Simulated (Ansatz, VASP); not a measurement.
SnSe in VASP and in Ansatz

The input INCAR:

```
SYSTEM = SnSe
ALGO = Normal
EDIFF = 1E-6
ENCUT = 520
GGA = PE
ISIF = 2
ISMEAR = -1
LASPH = .True.
LCHARG = .False.
LREAL = .False.
LWAVE = .False.
NBANDS = 17
NELM = 100
PREC = Accurate
SIGMA = 0.05
```

File KPOINTS:

```
k-points
0
Gamma
  12 12 12
  0 0 0
```

Contents of POSCAR:

```
SnSe
1.0
    0.0000000000      3.4224799562      3.4224799562
    3.4224799562      0.0000000000      3.4224799562
    3.4224799562      3.4224799562      0.0000000000
Sn Se
1 1
Direct
    0.0000000000      0.0000000000      0.0000000000
    0.2500000000      0.2500000000      0.2500000000
```

Input for Ansatz:

```yaml
crystal:
  lattice:
    - [0.0, 3.4224799562, 3.4224799562]
    - [3.4224799562, 0.0, 3.4224799562]
    - [3.4224799562, 3.4224799562, 0.0]
  atoms:
    - { symbol: Sn, position: [0.0, 0.0, 0.0] }
    - { symbol: Se, position: [0.25, 0.25, 0.25] }
kpoints:
  mp_grid: { grid: [12, 12, 12] }
scf:
  occupations: { method: fermi_dirac, width: 0.05 }
hamiltonian:
  xc: pbe
  pseudopotentials: { kind: all_electron, lapw: { basis_error: 0.001 } }
output:
  forces: true
  stress: true
  eigenvalues: true
```

Change from the starting cell: volume scaled by 1.03.

Alike in both runs: task single point; functional PBE; k mesh 12 × 12 × 12; occupations fermi-dirac, width 0.05 eV; no spin polarisation.

|  | VASP | Ansatz |
| --- | --- | --- |
| version | VASP 6.6.1 | Ansatz 0.2.0 |
| potentials or method | VASP PAW PBE potentials, release 64 (Sn_d, Se), cutoff 520 eV | all-electron LAPW, scalar-relativistic |

|  | VASP | Ansatz | Ansatz less VASP |
| --- | --- | --- | --- |
| pressure (GPa) | -0.8 | -0.8 | 0.00 |

Ansatz ran all-electron here, and VASP with PAW potentials.
